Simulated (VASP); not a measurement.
A run of VASP 6.6.1:

File INCAR:

```
SYSTEM = BaTe
PREC = Accurate
ENCUT = 600
EDIFF = 1E-8
ISMEAR = 0
SIGMA = 0.01
LREAL = .False.
LASPH = .True.
NELM = 100
ALGO = Normal
ISIF = 3
LWAVE = .False.
LCHARG = .True.
GGA = PS
NBANDS = 15
IBRION = 6
NFREE = 2
POTIM = 0.015
NSW = 1
```

File KPOINTS:

```
Automatic mesh
0
Gamma
  6 6 6
  0 0 0
```

Contents of POSCAR:

```
BaTe
1.0
    0.0000000000      3.4713686740      3.4713686740
    3.4713686740      0.0000000000      3.4713686740
    3.4713686740      3.4713686740      0.0000000000
Ba Te
1 1
Direct
    0.0000000000      0.0000000000      0.0000000000
    0.5000000000      0.5000000000      0.5000000000
```

Potentials or basis: VASP PAW PBE potentials, release 64 (Ba_sv, Te).

The run is started by

```console
$ cat potpaw_PBE.64/Ba_sv/POTCAR potpaw_PBE.64/Te/POTCAR > POTCAR
$ mpirun -np 1 vasp_std > vasp.out
```

Hardware: 1 thread of Oxide Virtual Turin-like Processor, on a shared host.

Estimate the wall time of this run.

It took 13 min on 1 thread of Oxide Virtual Turin-like Processor, on a shared host, peak memory 0.33 GiB. Counts: scf iterations 182, k points 16.
